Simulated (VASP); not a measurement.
# NiO2 (P-3m1) in VASP: a series of runs, part 2 of 2

VASP 6.6.1. The steps go on from the part before.

### Step 3. Single point, PBEsol

This run uses another cell than the first one, of the same volume but with other edges.

File INCAR:

```
SYSTEM = NiO2
PREC     = Accurate       ! precision mode
ENCUT    = 700            ! plane-wave cutoff, eV
EDIFF    = 1E-6           ! SCF threshold, eV
ISMEAR   = 0              ! smearing method
SIGMA    = 0.05           ! smearing width, eV
LREAL    = .FALSE.        ! projectors in reciprocal space
LASPH    = .TRUE.         ! aspherical terms in the spheres
NELM     = 120            ! most SCF steps
ALGO     = Normal         ! electronic algorithm
ISIF     = 2              ! what is computed and relaxed
LWAVE    = .FALSE.        ! write WAVECAR
LCHARG   = .FALSE.        ! write CHGCAR
GGA      = PS             ! functional
NBANDS   = 22             ! bands
GGA_COMPAT= .FALSE.
```

File KPOINTS:

```
Automatic mesh
0
G
  12 12 6
  0 0 0
```

File POSCAR:

```
NiO2
1.0
    2.7478231521      0.0000000000      0.0000000000
   -1.3739115761      2.3796846548      0.0000000000
    0.0000000000      0.0000000000      5.1043562873
Ni O
1 2
Direct
    0.0000000000      0.0000000000      0.5000000000
    0.6666666667      0.3333333333      0.6499533987
    0.3333333333      0.6666666667      0.3500466013
```

Potentials or basis: VASP PAW PBE potentials, release 64 (Ni_sv_GW, O).

Launch:

```
> cat potpaw_PBE.64/Ni_sv_GW/POTCAR potpaw_PBE.64/O/POTCAR > POTCAR
> mpirun -np 1 vasp_std > vasp.out
```

OUTCAR:

```text
SYSTEM = NiO2
   PREC = Accurate
   ENCUT = 700
   EDIFF = 1E-6
   ISMEAR = 0
   LREAL = .FALSE.
   LASPH = .TRUE.
   NELM = 120
   ISIF = 2
   GGA = PS

 ion  position               nearest neighbor table
   1  0.000  0.000  0.500-   2 1.76   3 1.76   2 1.76   3 1.76   2 1.76   3 1.76
   2  0.667  0.333  0.650-   1 1.76   1 1.76   1 1.76
   3  0.333  0.667  0.350-   1 1.76   1 1.76   1 1.76

  LATTYP: Found a hexagonal cell.
 ALAT       =     2.7478231521
 C/A-ratio  =     1.8576000000

  Lattice vectors:

 A1 = (   2.7478231521,   0.0000000000,   0.0000000000)
 A2 = (  -1.3739115761,   2.3796846548,   0.0000000000)
 A3 = (   0.0000000000,   0.0000000000,   5.1043562873)

Analysis of symmetry for initial positions (statically):
=====================================================================
 Subroutine PRICEL returns:
 Original cell was already a primitive cell.

 Routine SETGRP: Setting up the symmetry group for a
 hexagonal supercell.

 Subroutine GETGRP returns: Found 12 space group operations
 (whereof 12 operations were pure point group operations)
 out of a pool of 24 trial point group operations.

The static configuration has the point symmetry D_3d.

Analysis of symmetry for dynamics (positions and initial velocities):
=====================================================================
 Subroutine PRICEL returns:
 Original cell was already a primitive cell.

 Routine SETGRP: Setting up the symmetry group for a
 hexagonal supercell.

 Subroutine GETGRP returns: Found 12 space group operations
 (whereof 12 operations were pure point group operations)
 out of a pool of 24 trial point group operations.

The dynamic configuration has the point symmetry D_3d.

 Subroutine INISYM returns: Found 12 space group operations
 (whereof 12 operations are pure point group operations),
 and found     1 'primitive' translations

----------------------------------------------------------------------------------------

                                     Primitive cell

  volume of cell :      33.3771

  direct lattice vectors                    reciprocal lattice vectors
     2.747823152  0.000000000  0.000000000     0.363924439  0.210111873  0.000000000
    -1.373911576  2.379684655  0.000000000     0.000000000  0.420223746  0.000000000
     0.000000000  0.000000000  5.104356287     0.000000000  0.000000000  0.195911089

  length of vectors
     2.747823152  2.747823152  5.104356287     0.420223746  0.420223746  0.195911089

  position of ions in fractional coordinates (direct lattice)
     0.000000000  0.000000000  0.500000000
     0.666666667  0.333333333  0.649953399
     0.333333333  0.666666667  0.350046601

  ion indices of the primitive-cell ions
   primitive index   ion index
                 1           1
                 2           2
                 3           3

----------------------------------------------------------------------------------------

 KPOINTS: Automatic mesh

Automatic generation of k-mesh.
 Grid dimensions read from file:
 generate k-points for:   12   12    6

 Generating k-lattice:

  Cartesian coordinates                     Fractional coordinates (reciprocal lattice)
     0.030327037  0.017509323  0.000000000     0.083333333  0.000000000  0.000000000
     0.000000000  0.035018646  0.000000000     0.000000000  0.083333333  0.000000000
     0.000000000  0.000000000  0.032651848     0.000000000  0.000000000  0.166666667

  Length of vectors
     0.035018646  0.035018646  0.032651848

  Shift w.r.t. Gamma in fractional coordinates (k-lattice)
     0.000000000  0.000000000  0.000000000

 Subroutine IBZKPT returns following result:
 ===========================================

 Found    100 irreducible k-points:

 Following reciprocal coordinates:
            Coordinates               Weight
  0.000000  0.000000  0.000000      1.000000
  0.083333 -0.000000  0.000000      6.000000
  0.166667 -0.000000  0.000000      6.000000
  0.250000 -0.000000  0.000000      6.000000
  0.333333 -0.000000  0.000000      6.000000
  0.416667  0.000000  0.000000      6.000000
[... 16 lines left out ...]
  0.166667 -0.000000  0.166667      6.000000
  0.000000  0.166667  0.166667      6.000000
 [... further k-points ...]
   k-points           NKPTS =    100   k-points in BZ     NKDIM =    100   number of bands    NBANDS=     22
   number of dos      NEDOS =    301   number of ions     NIONS =      3
   total plane-waves  NPLWV =  27648
   dimension x,y,z NGX =    24 NGY =   24 NGZ =   48
   dimension x,y,z NGXF=    48 NGYF=   48 NGZF=   96
   ions per type =               1   2
   NGX,Y,Z   is equivalent  to a cutoff of  14.52, 14.52, 15.63 a.u.
   NGXF,Y,Z  is equivalent  to a cutoff of  29.04, 29.04, 31.27 a.u.
 SYSTEM =  NiO2
   PREC   = accura    normal or accurate (medium, high low for compatibility)
   ISTART =      0    job   : 0-new  1-cont  2-samecut
   ICHARG =      2    charge: 1-file 2-atom 10-const
   ISPIN  =      1    spin polarized calculation?
   LNONCOLLINEAR =      F non collinear calculations
   LSORBIT =      F    spin-orbit coupling
   LASPH  =      T    aspherical Exc in radial PAW
   ENCUT  =  700.0 eV  51.45 Ry    7.17 a.u.   5.93  5.93 11.01*2*pi/ulx,y,z
   NELM   =    120;   NELMIN=  2; NELMDL= -5     # of ELM steps
   EDIFF  = 0.1E-05   stopping-criterion for ELM
   LREAL  =      F    real-space projection
   EDIFFG = 0.1E-04   stopping-criterion for IOM
   NSW    =      0    number of steps for IOM
   IBRION =     -1    ionic relax: 0-MD 1-quasi-New 2-CG
   NFREE  =      0    steps in history (QN), initial steepest desc. (CG)
   ISIF   =      2    stress and relaxation
   ISYM   =      2    0-nonsym 1-usesym 2-fastsym
   POTIM  = 0.5000    time-step for ionic-motion
   TEBEG  =    0.0;   TEEND  =   0.0 temperature during run
   PSTRESS=    0.0 pullay stress
   NELECT =      30.0000    total number of electrons
   NUPDOWN=      -1.0000    fix difference up-down
   EMIN   =  10.00;   EMAX   =-10.00  energy-range for DOS
   EFERMI =   0.00;   METHOD = LEGACY
   ISMEAR =     0;   SIGMA  =   0.05  broadening in eV -4-tet -1-fermi 0-gaus
   EFERMI_NEDOS =   21; number of points for ismear=-14 and -15
   IALGO  =     38    algorithm
   IMIX   =      4    mixing-type and parameters
     AMIX     =   0.40;   BMIX     =  1.00
     AMIX_MAG =   1.60;   BMIX_MAG =  1.00
  volume/ion in A,a.u.               =      11.13        75.08
  Fermi-wavevector in a.u.,A,eV,Ry     =   1.579909  2.985596 33.961690  2.496114
  Thomas-Fermi vector in A             =   2.680217
   LORBIT       =      0    0 simple, 1 ext, 2 COOP (PROOUT), +10 PAW based schemes
   GGA     = PS    functional components
   LHFCALC =     F    Hartree Fock is set to
   AEXX    =    0.0000 exact exchange contribution
   IVDW    =     0    specifies the selected vdW correction
   LEPSILON=     F    determine dielectric tensor
   LRPA    =     F    only Hartree local field effects (RPA)
 non-spin polarized calculation
 Gauss-broadening in eV      SIGMA  =   0.05
  energy-cutoff  :      700.00
  volume of cell :       33.38
 maximum number of plane-waves:      1422
   NGX = 11   NGY = 11   NGZ = 23

 number of electron      30.0000014 magnetization

 Free energy of the ion-electron system (eV)
  ---------------------------------------------------
  ext. energy  EPLUGINS =         0.00000000
  ---------------------------------------------------
  free energy    TOTEN  =       -18.99027302 eV

  energy without entropy =      -18.99027302  energy(sigma->0) =      -18.99027302

 E-fermi :   2.3720     XC(G=0): -10.2647

 val. band max:        2.0212538597   @ k =   0.0000   0.0000   0.5000
 cond. band min:       3.0980131711   @ k =   0.3333  -0.0000   0.3333
 fundamental gap:      1.0767593114
 Fermi energy:         2.3719928411

 k-point     1 :       0.0000    0.0000    0.0000
  band No.  band energies     occupation
      1    -102.5672      2.00000
      2     -63.2777      2.00000
      3     -63.2777      2.00000
      4     -62.6596      2.00000
      5     -19.6201      2.00000
      6     -15.4757      2.00000
[... 14 lines left out ...]
     21      20.6335      0.00000
     22      21.6898      0.00000
[... 552 lines left out ...]
  band No.  band energies     occupation
      1    -102.5657      2.00000
      2     -63.2969      2.00000
      3     -63.2823      2.00000
      4     -62.6571      2.00000
      5     -19.1702      2.00000
      6     -15.6798      2.00000
[... 14 lines left out ...]
     21      19.6638      0.00000
     22      21.1422      0.00000

 [... further k-points ...]

------------------------ aborting loop because EDIFF is reached ----------------------------------------

  FORCE on cell =-STRESS in cart. coord.  units (eV):
  Direction    XX          YY          ZZ          XY          YZ          ZX
  --------------------------------------------------------------------------------------
  -------------------------------------------------------------------------------------
  Total        7.9549416      7.9549416      6.4296956     -0.0000000      0.0000000     -0.0000000
  in kB      381.8549362    381.8549362    308.6397262     -0.0000000      0.0000000     -0.0000000
  external PRESSURE =     357.4498662 kB  Pullay stress =       0.0000000 kB

 VOLUME and BASIS-vectors are now :
 -----------------------------------------------------------------------------
  energy-cutoff  :      700.00
  volume of cell :       33.38
      direct lattice vectors                 reciprocal lattice vectors
     2.747823152  0.000000000  0.000000000     0.363924439  0.210111873  0.000000000
    -1.373911576  2.379684655  0.000000000     0.000000000  0.420223746  0.000000000
     0.000000000  0.000000000  5.104356287     0.000000000  0.000000000  0.195911089

 POSITION                                       TOTAL-FORCE (eV/Angst)
 -----------------------------------------------------------------------------------
      0.00000      0.00000      2.55218         0.000000      0.000000      0.000000
      1.37391      0.79323      3.31759         0.000000     -0.000000      4.352848
     -0.00000      1.58646      1.78676        -0.000000      0.000000     -4.352848
 -----------------------------------------------------------------------------------
    total drift:                               -0.000000     -0.000000      0.000000

  FREE ENERGIE OF THE ION-ELECTRON SYSTEM (eV)
  ---------------------------------------------------
  free  energy   TOTEN  =       -18.9902730208 eV

  energy  without entropy=      -18.9902730208  energy(sigma->0) =      -18.99027302
```

Wall time 44 s (1 thread of Intel Xeon 6975P-C (Granite Rapids), shared host); peak memory 0.27 GiB.

Results:

```yaml
Free_energy: -18.9903 eV
Pressure: 35.7 GPa
Largest_force: 4.353 eV/Å
Band_gap_on_the_k_mesh: 1.08 eV (least direct gap 1.66 eV)
```

Forces in eV/Å, atoms in the order of the input:
```
Ni   0.000  0.000  0.000
O    0.000  0.000  4.353
O    0.000  0.000 -4.353
```

Stress tensor (GPa, compression positive):
```
38.19  0.00  0.00
 0.00 38.19  0.00
 0.00  0.00 30.86
```

Caveat: the stress differs along the axes, from 31 to 38 GPa; the PAW data sets were made with another functional, which shifts forces and pressure a little; the run has no spin polarisation, though such a crystal can be magnetic.
